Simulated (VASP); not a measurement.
# Au (P-1) in VASP: single point with PBE

Aim: the single point of Au with PBE.

Everything below comes from runs of VASP 6.6.1. Logs are shortened: lines on timing, memory, paths and dates and some standing lists are left out, and cuts for length are marked.

## 1. The cell of the first run

The typed cell holds 2 atoms: a = 2.917 Å, b = 2.917 Å, c = 4.890 Å, α = 90.00°, β = 90.00°, γ = 120.00°.

## 2. Single point, PBE (atoms moved at random)

Contents of INCAR:

```
SYSTEM = Au
PREC     = Accurate       ! precision mode
ENCUT    = 520            ! plane-wave cutoff, eV
EDIFF    = 1E-7           ! SCF threshold, eV
ISMEAR   = 0              ! smearing method
SIGMA    = 0.15           ! smearing width, eV
LREAL    = .False.        ! projectors in reciprocal space
LASPH    = .True.         ! aspherical terms in the spheres
NELM     = 100            ! most SCF steps
ALGO     = Normal         ! electronic algorithm
ISIF     = 2              ! what is computed and relaxed
LWAVE    = .False.        ! write WAVECAR
LCHARG   = .False.        ! write CHGCAR
GGA      = PE             ! functional
NBANDS   = 18             ! bands
```

Contents of KPOINTS:

```
regular mesh
0
Gamma
  12 12 8
  0 0 0
```

Contents of POSCAR:

```
Au
1.0
    2.9169619270      0.0000000000      0.0000000000
   -1.4584809635      2.5261631306      0.0000000000
    0.0000000000      0.0000000000      4.8900308735
Au
2
Direct
    0.3402619192      0.6685118644      0.7708263008
    0.6597380808      0.3314881356      0.2291736992
```

Potentials or basis: VASP PAW PBE potentials, release 64 (Au).

Started as:

```bash
cat potpaw_PBE.64/Au/POTCAR > POTCAR
mpirun -np 1 vasp_std > vasp.out
```

OUTCAR:

```text
SYSTEM = Au
   PREC = Accurate
   ENCUT = 520
   EDIFF = 1E-7
   ISMEAR = 0
   LREAL = .False.
   LASPH = .True.
   NELM = 100
   ISIF = 2
   GGA = PE

 ion  position               nearest neighbor table
   1  0.340  0.669  0.771-   2 2.79   2 2.80   2 2.82   2 3.13   2 3.13   2 3.16
   2  0.660  0.331  0.229-   1 2.79   1 2.80   1 2.82   1 3.13   1 3.13   1 3.16

  LATTYP: Found a hexagonal cell.
 ALAT       =     2.9169619270
 C/A-ratio  =     1.6764123070

  Lattice vectors:

 A1 = (   2.9169619270,   0.0000000000,   0.0000000000)
 A2 = (  -1.4584809635,   2.5261631306,   0.0000000000)
 A3 = (   0.0000000000,   0.0000000000,   4.8900308735)

Analysis of symmetry for initial positions (statically):
=====================================================================
 Subroutine PRICEL returns:
 Original cell was already a primitive cell.

 Routine SETGRP: Setting up the symmetry group for a
 hexagonal supercell.

 Subroutine GETGRP returns: Found  2 space group operations
 (whereof  2 operations were pure point group operations)
 out of a pool of 24 trial point group operations.

The static configuration has the point symmetry S_2 .

Analysis of symmetry for dynamics (positions and initial velocities):
=====================================================================
 Subroutine PRICEL returns:
 Original cell was already a primitive cell.

 Routine SETGRP: Setting up the symmetry group for a
 hexagonal supercell.

 Subroutine GETGRP returns: Found  2 space group operations
 (whereof  2 operations were pure point group operations)
 out of a pool of 24 trial point group operations.

The dynamic configuration has the point symmetry S_2 .

 Subroutine INISYM returns: Found  2 space group operations
 (whereof  2 operations are pure point group operations),
 and found     1 'primitive' translations

----------------------------------------------------------------------------------------

                                     Primitive cell

  volume of cell :      36.0333

  direct lattice vectors                    reciprocal lattice vectors
     2.916961927  0.000000000  0.000000000     0.342822438  0.197928627  0.000000000
    -1.458480964  2.526163131  0.000000000     0.000000000  0.395857254  0.000000000
     0.000000000  0.000000000  4.890030873     0.000000000  0.000000000  0.204497686

  length of vectors
     2.916961927  2.916961927  4.890030873     0.395857254  0.395857254  0.204497686

  position of ions in fractional coordinates (direct lattice)
     0.340261919  0.668511864  0.770826301
     0.659738081  0.331488136  0.229173699

  ion indices of the primitive-cell ions
   primitive index   ion index
                 1           1
                 2           2

----------------------------------------------------------------------------------------

 KPOINTS: regular mesh

Automatic generation of k-mesh.
 Grid dimensions read from file:
 generate k-points for:   12   12    8

 Generating k-lattice:

  Cartesian coordinates                     Fractional coordinates (reciprocal lattice)
     0.028568537  0.016494052  0.000000000     0.083333333  0.000000000  0.000000000
     0.000000000  0.032988104  0.000000000     0.000000000  0.083333333  0.000000000
     0.000000000  0.000000000  0.025562211     0.000000000  0.000000000  0.125000000

  Length of vectors
     0.032988104  0.032988104  0.025562211

  Shift w.r.t. Gamma in fractional coordinates (k-lattice)
     0.000000000  0.000000000  0.000000000

 Subroutine IBZKPT returns following result:
 ===========================================

 Found    580 irreducible k-points:

 Following reciprocal coordinates:
            Coordinates               Weight
  0.000000  0.000000  0.000000      1.000000
  0.083333  0.000000  0.000000      2.000000
  0.000000  0.083333  0.000000      2.000000
 -0.083333  0.083333  0.000000      2.000000
  0.166667 -0.000000  0.000000      2.000000
  0.000000  0.166667  0.000000      2.000000
[... 16 lines left out ...]
  0.166667  0.083333  0.000000      2.000000
 -0.083333  0.250000  0.000000      2.000000
 [... further k-points ...]
   k-points           NKPTS =    580   k-points in BZ     NKDIM =    580   number of bands    NBANDS=     18
   number of dos      NEDOS =    301   number of ions     NIONS =      2
   total plane-waves  NPLWV =  20736
   dimension x,y,z NGX =    24 NGY =   24 NGZ =   36
   dimension x,y,z NGXF=    48 NGYF=   48 NGZF=   72
   ions per type =               2
   NGX,Y,Z   is equivalent  to a cutoff of  13.68, 13.68, 12.24 a.u.
   NGXF,Y,Z  is equivalent  to a cutoff of  27.36, 27.36, 24.48 a.u.
 SYSTEM =  Au
   PREC   = accura    normal or accurate (medium, high low for compatibility)
   ISTART =      0    job   : 0-new  1-cont  2-samecut
   ICHARG =      2    charge: 1-file 2-atom 10-const
   ISPIN  =      1    spin polarized calculation?
   LNONCOLLINEAR =      F non collinear calculations
   LSORBIT =      F    spin-orbit coupling
   LASPH  =      T    aspherical Exc in radial PAW
   ENCUT  =  520.0 eV  38.22 Ry    6.18 a.u.   5.42  5.42  9.09*2*pi/ulx,y,z
   NELM   =    100;   NELMIN=  2; NELMDL= -5     # of ELM steps
   EDIFF  = 0.1E-06   stopping-criterion for ELM
   LREAL  =      F    real-space projection
   EDIFFG = 0.1E-05   stopping-criterion for IOM
   NSW    =      0    number of steps for IOM
   IBRION =     -1    ionic relax: 0-MD 1-quasi-New 2-CG
   NFREE  =      0    steps in history (QN), initial steepest desc. (CG)
   ISIF   =      2    stress and relaxation
   ISYM   =      2    0-nonsym 1-usesym 2-fastsym
   POTIM  = 0.5000    time-step for ionic-motion
   TEBEG  =    0.0;   TEEND  =   0.0 temperature during run
   PSTRESS=    0.0 pullay stress
   NELECT =      22.0000    total number of electrons
   NUPDOWN=      -1.0000    fix difference up-down
   EMIN   =  10.00;   EMAX   =-10.00  energy-range for DOS
   EFERMI =   0.00;   METHOD = LEGACY
   ISMEAR =     0;   SIGMA  =   0.15  broadening in eV -4-tet -1-fermi 0-gaus
   EFERMI_NEDOS =   21; number of points for ismear=-14 and -15
   IALGO  =     38    algorithm
   IMIX   =      4    mixing-type and parameters
     AMIX     =   0.40;   BMIX     =  1.00
     AMIX_MAG =   1.60;   BMIX_MAG =  1.00
  volume/ion in A,a.u.               =      18.02       121.58
  Fermi-wavevector in a.u.,A,eV,Ry     =   1.388826  2.624500 26.243426  1.928837
  Thomas-Fermi vector in A             =   2.512915
   LORBIT       =      0    0 simple, 1 ext, 2 COOP (PROOUT), +10 PAW based schemes
   GGA     = PE    functional components
   LHFCALC =     F    Hartree Fock is set to
   AEXX    =    0.0000 exact exchange contribution
   IVDW    =     0    specifies the selected vdW correction
   LEPSILON=     F    determine dielectric tensor
   LRPA    =     F    only Hartree local field effects (RPA)
 non-spin polarized calculation
 Gauss-broadening in eV      SIGMA  =   0.15
  energy-cutoff  :      520.00
  volume of cell :       36.03
 maximum number of plane-waves:       996
 NGX is ok and might be reduce to    24
   NGX = 11   NGY = 11   NGZ = 19

 number of electron      22.0000003 magnetization

 Free energy of the ion-electron system (eV)
  ---------------------------------------------------
  ext. energy  EPLUGINS =         0.00000000
  ---------------------------------------------------
  free energy    TOTEN  =        -6.28363878 eV

  energy without entropy =       -6.27339347  energy(sigma->0) =       -6.27851612

 E-fermi :   8.5929     XC(G=0): -12.3635

 val. band max:        8.5687302625   @ k =  -0.2500  -0.2500   0.2500
 cond. band min:       8.6312861798   @ k =   0.5000   0.0000   0.2500
 fundamental gap:      0.0625559173
 Fermi energy:         8.5929054982

 k-point     1 :       0.0000    0.0000    0.0000
  band No.  band energies     occupation
      1      -0.7672      2.00000
      2       1.6069      2.00000
      3       4.0764      2.00000
      4       4.1880      2.00000
      5       4.2058      2.00000
      6       4.4063      2.00000
[... 10 lines left out ...]
     17      26.4291      0.00000
     18      26.6616      0.00000

 k-point     2 :       0.0833    0.0000    0.0000
  band No.  band energies     occupation
      1      -0.5595      2.00000
      2       1.7723      2.00000
      3       3.9321      2.00000
      4       4.3188      2.00000
      5       4.3236      2.00000
      6       4.3412      2.00000
[... 10 lines left out ...]
     17      25.4227      0.00000
     18      26.2698      0.00000

 k-point     3 :       0.0000    0.0833    0.0000
  band No.  band energies     occupation
      1      -0.5589      2.00000
      2       1.7746      2.00000
      3       3.9256      2.00000
      4       4.2794      2.00000
      5       4.3309      2.00000
      6       4.3752      2.00000
[... 10 lines left out ...]
     17      25.4768      0.00000
     18      26.1875      0.00000

 k-point     4 :      -0.0833    0.0833    0.0000
  band No.  band energies     occupation
      1      -0.5587      2.00000
      2       1.7754      2.00000
      3       3.9229      2.00000
      4       4.2667      2.00000
      5       4.3338      2.00000
      6       4.3928      2.00000
[... 375 lines left out ...]
      4       4.1864      2.00000
      5       4.4252      2.00000
      6       4.6004      2.00000
[... 10 lines left out ...]
     17      25.3417      0.00000
     18      26.3099      0.00000

 k-point    23 :       0.1667    0.0833    0.0000
  band No.  band energies     occupation
      1       0.5720      2.00000
      2       2.4949      2.00000
      3       3.4975      2.00000
      4       3.9470      2.00000
      5       4.1372      2.00000
      6       4.5930      2.00000
[... 10 lines left out ...]
     17      25.5256      0.00000
     18      25.6913      0.00000

 k-point    24 :      -0.0833    0.2500    0.0000
  band No.  band energies     occupation
      1       0.5796      2.00000
      2       2.5137      2.00000
      3       3.4967      2.00000
      4       3.9365      2.00000
      5       4.1729      2.00000
      6       4.5366      2.00000
[... 10 lines left out ...]
     17      25.5914      0.00000
     18      25.7243      0.00000

 [... further k-points ...]

------------------------ aborting loop because EDIFF is reached ----------------------------------------

  FORCE on cell =-STRESS in cart. coord.  units (eV):
  Direction    XX          YY          ZZ          XY          YZ          ZX
  --------------------------------------------------------------------------------------
  -------------------------------------------------------------------------------------
  Total        0.6275862      0.6501255      0.8809534     -0.0412033      0.0154335      0.0688724
  in kB       27.9048816     28.9070675     39.1705575     -1.8320555      0.6862317      3.0623320
  external PRESSURE =      31.9941689 kB  Pullay stress =       0.0000000 kB

 VOLUME and BASIS-vectors are now :
 -----------------------------------------------------------------------------
  energy-cutoff  :      520.00
  volume of cell :       36.03
      direct lattice vectors                 reciprocal lattice vectors
     2.916961927  0.000000000  0.000000000     0.342822438  0.197928627  0.000000000
    -1.458480964  2.526163131  0.000000000     0.000000000  0.395857254  0.000000000
     0.000000000  0.000000000  4.890030873     0.000000000  0.000000000  0.204497686

 POSITION                                       TOTAL-FORCE (eV/Angst)
 -----------------------------------------------------------------------------------
      0.01752      1.68877      3.76936        -0.029769     -0.006229     -1.375075
      1.44096      0.83739      1.12067         0.029769      0.006229      1.375075
 -----------------------------------------------------------------------------------
    total drift:                                0.000000      0.000000     -0.000000

  FREE ENERGIE OF THE ION-ELECTRON SYSTEM (eV)
  ---------------------------------------------------
  free  energy   TOTEN  =        -6.2836387778 eV

  energy  without entropy=       -6.2733934705  energy(sigma->0) =       -6.27851612
```

Wall time 4.4 min (1 thread of Intel Xeon Platinum 8375C at 2.90GHz (Ice Lake), shared host); peak memory 0.4 GiB.

What came out:

| Quantity | Value |
| --- | --- |
| Free energy | -6.2836 eV |
| Pressure | 3.2 GPa |
| Largest force | 1.375 eV/Å |
| Band gap on the k mesh | zero (bands 11 and 12 overlap by 6.26 eV) |

Forces on the atoms (eV/Å):
```
Au  -0.030 -0.006 -1.375
Au   0.030  0.006  1.375
```

Caveat: the cell differs from its parent crystal (atoms moved at random); the cell stands under pressure; spin-orbit coupling is left out, which moves the levels of the heavy elements; forces of over 1 eV/Å act on the atoms, so gaps and moduli don't describe the material at rest.
